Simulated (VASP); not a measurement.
# SiC (Cm) in VASP: a series of runs

Runs on SiC. Level: PBE. Tasks: single point.

Program: VASP 6.6.1. These are calculated values, not measurements. Logs are shortened: lines on timing, memory, paths and dates and some standing lists are left out, and cuts for length are marked.

## (1) The cell of the first run

The structure is monoclinic, space group Cm (No. 8). Conventional cell: a = 5.359 Å, b = 3.094 Å, c = 10.169 Å, α = 90.00°, β = 95.04°, γ = 90.00°. Within 2.5 Å of Si (site symmetry m) lie 4 C at 1.90 Å. Within 2.5 Å of Si (site symmetry m) lie 4 C at 1.90 to 2.10 Å. Si (site symmetry m) has 4 C at 1.89 to 1.90 Å within 2.5 Å. Within 2.5 Å of Si (site symmetry m) lie 4 C at 1.89 to 1.90 Å. Within 2.5 Å of C (site symmetry m) lie 4 Si at 1.89 to 1.90 Å. Within 2.5 Å of C (site symmetry m) lie 4 Si at 1.89 to 2.10 Å. C (site symmetry m) has 4 Si at 1.90 Å within 2.5 Å. C (site symmetry m) has 4 Si at 1.90 Å within 2.5 Å.

## (2) Single point, PBE

Contents of INCAR:

```
SYSTEM = SiC
PREC = Accurate
ENCUT = 520
EDIFF = 1E-7
ISMEAR = 0
SIGMA = 0.05
LREAL = .False.
LASPH = .True.
NELM = 80
ALGO = Normal
ISIF = 2
LWAVE = .False.
LCHARG = .False.
GGA = PE
NBANDS = 26
```

Contents of KPOINTS:

```
Automatic mesh
0
Gamma
  10 10 3
  0 0 0
```

Contents of POSCAR:

```
SiC
1.0
   -3.0941201809      0.0000000000      0.0000000000
   -1.5470600905     -2.6795866790      0.0000000000
   -0.7736847512     -0.4466870994     10.1293391998
Si C
4 4
Direct
    0.5676395006      0.5676395006      0.5940441877
    0.3176561672      0.3176561672      0.0940441877
    0.9426386039      0.9426386039      0.3440995566
    0.8592886039      0.8592886039      0.8440995566
    0.5989852254      0.5989852254      0.4060074460
    0.1823018921      0.1823018921      0.9060074460
   -0.0261131899     -0.0261131899      0.1566478097
   -0.1094631899     -0.1094631899      0.6566478097
```

Potentials or basis: VASP PAW PBE potentials, release 64 (Si, C).

The run is started by

```console
> cat potpaw_PBE.64/Si/POTCAR potpaw_PBE.64/C/POTCAR > POTCAR
> mpirun -np 1 vasp_std > vasp.out
```

OUTCAR:

```text
SYSTEM = SiC
   PREC = Accurate
   ENCUT = 520
   EDIFF = 1E-7
   ISMEAR = 0
   LREAL = .False.
   LASPH = .True.
   NELM = 80
   ISIF = 2
   GGA = PE

 ion  position               nearest neighbor table
   1  0.568  0.568  0.594-   8 1.90   8 1.90   8 1.90   5 1.90   3 3.10   3 3.10   3 3.10   4 3.10
                             4 3.10   4 3.10
   2  0.318  0.318  0.094-   7 1.90   7 1.90   7 1.90   6 2.10   4 2.97   4 2.97   3 3.10   3 3.10
                             3 3.10
   3  0.943  0.943  0.344-   5 1.89   5 1.89   5 1.89   7 1.90   1 3.10   1 3.10   1 3.10   2 3.10
                             2 3.10   2 3.10
   4  0.859  0.859  0.844-   6 1.89   6 1.89   6 1.89   8 1.90   2 2.97   2 2.97   1 3.10   1 3.10
                             1 3.10
   5  0.599  0.599  0.406-   3 1.89   3 1.89   3 1.89   1 1.90
   6  0.182  0.182  0.906-   4 1.89   4 1.89   4 1.89   2 2.10
   7  0.974  0.974  0.157-   2 1.90   2 1.90   2 1.90   3 1.90
   8  0.891  0.891  0.657-   1 1.90   1 1.90   1 1.90   4 1.90

  LATTYP: Found a base centered monoclinic cell.
 ALAT       =     5.3591733581
 B/A-ratio  =     0.5773502692
 C/A-ratio  =     1.8974305417
 COS(beta)  =    -0.0878556534

  Lattice vectors:

 A1 = (   3.0941201809,   0.0000000000,   0.0000000000)
 A2 = (   1.5470600905,   2.6795866790,   0.0000000000)
 A3 = (  -0.7736847512,  -0.4466870994,  10.1293391998)

Analysis of symmetry for initial positions (statically):
=====================================================================
 Subroutine PRICEL returns:
 Original cell was already a primitive cell.

 Routine SETGRP: Setting up the symmetry group for a
 base centered monoclinic supercell.

 Subroutine GETGRP returns: Found  2 space group operations
 (whereof  2 operations were pure point group operations)
 out of a pool of  4 trial point group operations.

The static configuration has the point symmetry C_1h.

Analysis of symmetry for dynamics (positions and initial velocities):
=====================================================================
 Subroutine PRICEL returns:
 Original cell was already a primitive cell.

 Routine SETGRP: Setting up the symmetry group for a
 base centered monoclinic supercell.

 Subroutine GETGRP returns: Found  2 space group operations
 (whereof  2 operations were pure point group operations)
 out of a pool of  4 trial point group operations.

The dynamic configuration has the point symmetry C_1h.

 Subroutine INISYM returns: Found  2 space group operations
 (whereof  2 operations are pure point group operations),
 and found     1 'primitive' translations

----------------------------------------------------------------------------------------

                                     Primitive cell

  volume of cell :      83.9820

  direct lattice vectors                    reciprocal lattice vectors
    -3.094120181  0.000000000  0.000000000    -0.323193652  0.186595942 -0.016457145
    -1.547060091 -2.679586679  0.000000000     0.000000000 -0.373191884 -0.016457145
    -0.773684751 -0.446687099 10.129339200     0.000000000  0.000000000  0.098723123

  length of vectors
     3.094120181  3.094120181 10.168659208     0.373554574  0.373554574  0.098723123

  position of ions in fractional coordinates (direct lattice)
     0.567639501  0.567639501  0.594044188
     0.317656167  0.317656167  0.094044188
     0.942638604  0.942638604  0.344099557
     0.859288604  0.859288604  0.844099557
     0.598985225  0.598985225  0.406007446
     0.182301892  0.182301892  0.906007446
     0.973886810  0.973886810  0.156647810
     0.890536810  0.890536810  0.656647810

  ion indices of the primitive-cell ions
   primitive index   ion index
                 1           1
                 2           2
                 3           3
                 4           4
                 5           5
                 6           6
                 7           7
                 8           8

----------------------------------------------------------------------------------------

 KPOINTS: Automatic mesh

Automatic generation of k-mesh.
 Grid dimensions read from file:
 generate k-points for:   10   10    3

 Generating k-lattice:

  Cartesian coordinates                     Fractional coordinates (reciprocal lattice)
    -0.032319365  0.018659594 -0.001645714     0.100000000  0.000000000 -0.000000000
     0.000000000 -0.037319188 -0.001645714     0.000000000  0.100000000  0.000000000
     0.000000000  0.000000000  0.032907708     0.000000000  0.000000000  0.333333333

  Length of vectors
     0.037355457  0.037355457  0.032907708

  Shift w.r.t. Gamma in fractional coordinates (k-lattice)
     0.000000000  0.000000000  0.000000000

 Subroutine IBZKPT returns following result:
 ===========================================

 Found     86 irreducible k-points:

 Following reciprocal coordinates:
            Coordinates               Weight
  0.000000  0.000000  0.000000      1.000000
  0.100000  0.000000  0.000000      4.000000
  0.200000  0.000000  0.000000      4.000000
  0.300000  0.000000  0.000000      4.000000
  0.400000 -0.000000 -0.000000      4.000000
  0.500000  0.000000  0.000000      2.000000
[... 16 lines left out ...]
  0.300000  0.300000  0.000000      2.000000
  0.400000  0.300000 -0.000000      4.000000
 [... further k-points ...]
   k-points           NKPTS =     86   k-points in BZ     NKDIM =     86   number of bands    NBANDS=     26
   number of dos      NEDOS =    301   number of ions     NIONS =      8
   total plane-waves  NPLWV =  46080
   dimension x,y,z NGX =    24 NGY =   24 NGZ =   80
   dimension x,y,z NGXF=    48 NGYF=   48 NGZF=  160
   ions per type =               4   4
   NGX,Y,Z   is equivalent  to a cutoff of  12.90, 12.90, 13.08 a.u.
   NGXF,Y,Z  is equivalent  to a cutoff of  25.79, 25.79, 26.16 a.u.
 SYSTEM =  SiC
   PREC   = accura    normal or accurate (medium, high low for compatibility)
   ISTART =      0    job   : 0-new  1-cont  2-samecut
   ICHARG =      2    charge: 1-file 2-atom 10-const
   ISPIN  =      1    spin polarized calculation?
   LNONCOLLINEAR =      F non collinear calculations
   LSORBIT =      F    spin-orbit coupling
   LASPH  =      T    aspherical Exc in radial PAW
   ENCUT  =  520.0 eV  38.22 Ry    6.18 a.u.   5.75  5.75 18.91*2*pi/ulx,y,z
   NELM   =     80;   NELMIN=  2; NELMDL= -5     # of ELM steps
   EDIFF  = 0.1E-06   stopping-criterion for ELM
   LREAL  =      F    real-space projection
   EDIFFG = 0.1E-05   stopping-criterion for IOM
   NSW    =      0    number of steps for IOM
   IBRION =     -1    ionic relax: 0-MD 1-quasi-New 2-CG
   NFREE  =      0    steps in history (QN), initial steepest desc. (CG)
   ISIF   =      2    stress and relaxation
   ISYM   =      2    0-nonsym 1-usesym 2-fastsym
   POTIM  = 0.5000    time-step for ionic-motion
   TEBEG  =    0.0;   TEEND  =   0.0 temperature during run
   PSTRESS=    0.0 pullay stress
   NELECT =      32.0000    total number of electrons
   NUPDOWN=      -1.0000    fix difference up-down
   EMIN   =  10.00;   EMAX   =-10.00  energy-range for DOS
   EFERMI =   0.00;   METHOD = LEGACY
   ISMEAR =     0;   SIGMA  =   0.05  broadening in eV -4-tet -1-fermi 0-gaus
   EFERMI_NEDOS =   21; number of points for ismear=-14 and -15
   IALGO  =     38    algorithm
   IMIX   =      4    mixing-type and parameters
     AMIX     =   0.40;   BMIX     =  1.00
     AMIX_MAG =   1.60;   BMIX_MAG =  1.00
  volume/ion in A,a.u.               =      10.50        70.84
  Fermi-wavevector in a.u.,A,eV,Ry     =   1.186851  2.242823 19.165368  1.408615
  Thomas-Fermi vector in A             =   2.323015
   LORBIT       =      0    0 simple, 1 ext, 2 COOP (PROOUT), +10 PAW based schemes
   GGA     = PE    functional components
   LHFCALC =     F    Hartree Fock is set to
   AEXX    =    0.0000 exact exchange contribution
   IVDW    =     0    specifies the selected vdW correction
   LEPSILON=     F    determine dielectric tensor
   LRPA    =     F    only Hartree local field effects (RPA)
 non-spin polarized calculation
 Gauss-broadening in eV      SIGMA  =   0.05
  energy-cutoff  :      520.00
  volume of cell :       83.98
 maximum number of plane-waves:      2277
   NGX = 11   NGY = 11   NGZ = 37

 number of electron      32.0000001 magnetization

 Free energy of the ion-electron system (eV)
  ---------------------------------------------------
  ext. energy  EPLUGINS =         0.00000000
  ---------------------------------------------------
  free energy    TOTEN  =       -59.06734385 eV

  energy without entropy =      -59.06734385  energy(sigma->0) =      -59.06734385

 E-fermi :   8.7432     XC(G=0): -11.3207

 val. band max:        8.5300002672   @ k =   0.0000   0.0000   0.0000
 cond. band min:       9.8054797706   @ k =   0.5000   0.0000   0.0000
 fundamental gap:      1.2754795034
 Fermi energy:         8.7432411182

 k-point     1 :       0.0000    0.0000    0.0000
  band No.  band energies     occupation
      1      -7.3323      2.00000
      2      -6.1902      2.00000
      3      -6.0948      2.00000
      4      -3.8160      2.00000
      5      -0.4238      2.00000
      6       3.6390      2.00000
[... 18 lines left out ...]
     25      15.2675      0.00000
     26      15.5599      0.00000

 k-point     2 :       0.1000    0.0000    0.0000
  band No.  band energies     occupation
      1      -7.1599      2.00000
      2      -6.0367      2.00000
      3      -5.9138      2.00000
      4      -3.6704      2.00000
      5      -0.2643      2.00000
      6       3.6720      2.00000
[... 18 lines left out ...]
     25      15.4595      0.00000
     26      15.8212      0.00000

 k-point     3 :       0.2000    0.0000    0.0000
  band No.  band energies     occupation
      1      -6.6493      2.00000
      2      -5.5721      2.00000
      3      -5.3923      2.00000
      4      -3.2515      2.00000
      5       0.1885      2.00000
      6       3.4431      2.00000
[... 572 lines left out ...]
 k-point    23 :       0.3000    0.3000    0.0000
  band No.  band energies     occupation
      1      -5.8096      2.00000
      2      -4.9118      2.00000
      3      -4.4678      2.00000
      4      -2.7113      2.00000
      5       0.8196      2.00000
      6       1.8452      2.00000
[... 18 lines left out ...]
     25      16.6596      0.00000
     26      17.1006      0.00000

 k-point    24 :       0.4000    0.3000   -0.0000
  band No.  band energies     occupation
      1      -5.1741      2.00000
      2      -4.3571      2.00000
      3      -3.8593      2.00000
      4      -2.3885      2.00000
      5       0.8534      2.00000
      6       1.0585      2.00000
[... 18 lines left out ...]
     25      16.5081      0.00000
     26      17.0208      0.00000

 [... further k-points ...]
[... 5 lines left out ...]
  --------------------------------------------------------------------------------------
  -------------------------------------------------------------------------------------
  Total       -1.4540649     -1.0732163      1.2527795     -0.3298245      3.2317896      5.5976240
  in kB      -27.7401154    -20.4744265     23.9000670     -6.2922712     61.6548941    106.7894144
  external PRESSURE =      -8.1048250 kB  Pullay stress =       0.0000000 kB

 VOLUME and BASIS-vectors are now :
 -----------------------------------------------------------------------------
  energy-cutoff  :      520.00
  volume of cell :       83.98
      direct lattice vectors                 reciprocal lattice vectors
    -3.094120181  0.000000000  0.000000000    -0.323193652  0.186595942 -0.016457145
    -1.547060091 -2.679586679  0.000000000     0.000000000 -0.373191884 -0.016457145
    -0.773684751 -0.446687099 10.129339200     0.000000000  0.000000000  0.098723123

 POSITION                                       TOTAL-FORCE (eV/Angst)
 -----------------------------------------------------------------------------------
     -3.09412     -1.78639      6.01728         0.061822      0.035693      0.092650
     -1.54706     -0.89320      0.95261         1.531811      0.884392     -0.487350
     -4.64118     -2.67959      3.48550         0.219143      0.126522      0.238225
     -4.64118     -2.67959      8.55017         0.086190      0.049762     -0.117086
     -3.09412     -1.78639      4.11259         0.001509      0.000871     -0.076098
     -1.54706     -0.89320      9.17726        -2.052841     -1.185208      0.145555
     -4.64118     -2.67959      1.58674         0.345811      0.199654      0.357120
     -4.64118     -2.67959      6.65141        -0.193445     -0.111686     -0.153016
 -----------------------------------------------------------------------------------
    total drift:                               -0.000260     -0.000150      0.000012

  FREE ENERGIE OF THE ION-ELECTRON SYSTEM (eV)
  ---------------------------------------------------
  free  energy   TOTEN  =       -59.0673438462 eV

  energy  without entropy=      -59.0673438462  energy(sigma->0) =      -59.06734385
```

Run time: 68 s. Hardware: 1 thread of Intel Xeon 6975P-C (Granite Rapids), shared host; peak memory 0.28 GiB.

What came out:

```yaml
Free_energy: -59.0673 eV
Pressure: -0.8 GPa
Largest_force: 2.375 eV/Å
Band_gap_on_the_k_mesh: 1.28 eV, indirect (least direct gap 2.36 eV)
```

Forces in eV/Å, atoms in the order of the input:
```
Si   0.062  0.036  0.093
Si   1.532  0.884 -0.487
Si   0.219  0.127  0.238
Si   0.086  0.050 -0.117
C    0.002  0.001 -0.076
C   -2.053 -1.185  0.146
C    0.346  0.200  0.357
C   -0.193 -0.112 -0.153
```

Stress tensor (GPa, compression positive):
```
-2.77 -0.63 10.68
-0.63 -2.05  6.17
10.68  6.17  2.39
```

Levels at points of the mesh, in eV from the valence-band top:
```
           k point  band 12  band 13  band 14  band 15  band 16  band 17  band 18  band 19  band 20  band 21
(0.00, 0.00, 0.00)    -1.06    -0.98    -0.67    -0.58     0.00     4.57     4.69     5.34     5.76     6.22
(0.50, 0.00, 0.00)    -3.18    -2.82    -2.60    -1.99    -1.08     1.28     1.93     3.17     4.17     4.64
(0.50, 0.50, 0.00)    -2.96    -2.91    -2.81    -1.63    -1.25     1.43     1.91     2.97     3.52     4.61
```

Caveat: forces of over 1 eV/Å act on the atoms, so gaps and moduli don't describe the material at rest.

## (3) Single point, PBE

This run uses another cell than the first one, of the same volume but with other edges.

Contents of INCAR:

```
ALGO = Normal ; EDIFF = 1E-6
ENCUT = 520 ; GGA = PE
ISIF = 2 ; ISMEAR = 0
LASPH = True ; LCHARG = False
LREAL = False ; LWAVE = False
NBANDS = 26 ; NELM = 100
PREC = Accurate ; SIGMA = 0.05
```

Contents of KPOINTS:

```
k-points
0
Gamma
  10 10 3
```

Contents of POSCAR:

```
SiC
1.0
   -3.0941201809      0.0000000000      0.0000000000
   -1.5470600905     -2.6795866790      0.0000000000
   -2.3205901357     -1.3397933395     10.1293391998
Si C
4 4
Direct
    0.3696445728      0.3696445728      0.5940441877
    0.2863112395      0.2863112395      0.0940441877
    0.8279502217      0.8279502217      0.3440995566
    0.5779502217      0.5779502217      0.8440995566
    0.4636629437      0.4636629437      0.4060074460
   -0.1196703897     -0.1196703897      0.9060074460
   -0.0783239049     -0.0783239049      0.1566478097
   -0.3283239048     -0.3283239048      0.6566478097
```

Potentials or basis: VASP PAW PBE potentials, release 64 (Si, C).

The run is started by

```console
> cat potpaw_PBE.64/Si/POTCAR potpaw_PBE.64/C/POTCAR > POTCAR
> mpirun -np 1 vasp_std > vasp.out
```

Run time: 65 s. Hardware: 1 thread of Intel Xeon 6975P-C (Granite Rapids), shared host; peak memory 0.27 GiB.

It converged, with:

| Property | Result |
| --- | --- |
| Free energy | -58.1937 eV |
| Pressure | -1.6 GPa |
| Largest force | 1.104 eV/Å |
| Band gap on the k mesh | 0.58 eV, indirect (least direct gap 1.23 eV) |

Forces in eV/Å, atoms in the order of the input:
```
Si  -0.014 -0.008  0.108
Si   0.288  0.166 -0.386
Si  -0.250 -0.144  0.316
Si  -0.415 -0.239 -0.133
C    0.013  0.008 -0.070
C    0.949  0.548 -0.132
C   -0.676 -0.391  0.516
C    0.105  0.061 -0.219
```

Stress tensor (GPa, compression positive):
```
-2.32  4.09 -4.47
 4.09 -7.05 -2.58
-4.47 -2.58  4.56
```

Levels at points of the mesh, in eV from the valence-band top:
| k point | band 12 | band 13 | band 14 | band 15 | band 16 | band 17 | band 18 | band 19 | band 20 | band 21 |
| --- | --- | --- | --- | --- | --- | --- | --- | --- | --- | --- |
| (0.00, 0.00, 0.00) | -0.92 | -0.77 | -0.63 | -0.47 | -0.06 | 3.98 | 4.71 | 5.40 | 5.64 | 6.39 |
| (0.50, 0.00, 0.00) | -3.15 | -3.05 | -2.53 | -1.87 | -0.92 | 0.82 | 2.22 | 2.91 | 3.86 | 4.75 |
| (0.50, 0.50, 0.00) | -2.95 | -2.87 | -2.83 | -2.16 | -1.61 | 1.23 | 2.58 | 2.83 | 4.02 | 4.68 |

Caveat: forces of over 1 eV/Å act on the atoms, so gaps and moduli don't describe the material at rest.

(Part 1 of 2 ends here.)
